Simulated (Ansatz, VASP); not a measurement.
**Two plane-wave programs on Ca**

```xyz
1
Lattice="0.0000 2.8780 2.8780 2.8780 0.0000 2.8780 2.8780 2.8780 0.0000" Properties=species:S:1:pos:R:3 pbc="T T T"
Ca    0.0000    0.0000    0.0000
```

Change from the starting cell: strain +0.030 along x and y, +0.030 along z, atoms carried along.

Alike in both runs: task single point; functional PBEsol; k mesh 14 × 14 × 14; occupations gaussian, width 0.15 eV; no spin polarisation.

|  | VASP | Ansatz |
| --- | --- | --- |
| version | VASP 6.6.1 | Ansatz 0.2.0 |
| potentials or method | VASP PAW PBE potentials, release 64 (Ca_sv), cutoff 520 eV | scalar-relativistic, plane waves, PAW |
| valence electrons in the cell | 10 | 10 |

|  | VASP | Ansatz | Ansatz less VASP |
| --- | --- | --- | --- |
| gap on the k mesh at the Fermi level (eV) | none | none | - |
| pressure (GPa) | -2.2 | -2.2 | 0.00 |

VASP's potentials were made for PBE, not for PBEsol. A gap of «none» marks a metal or a gap that the smearing closes.
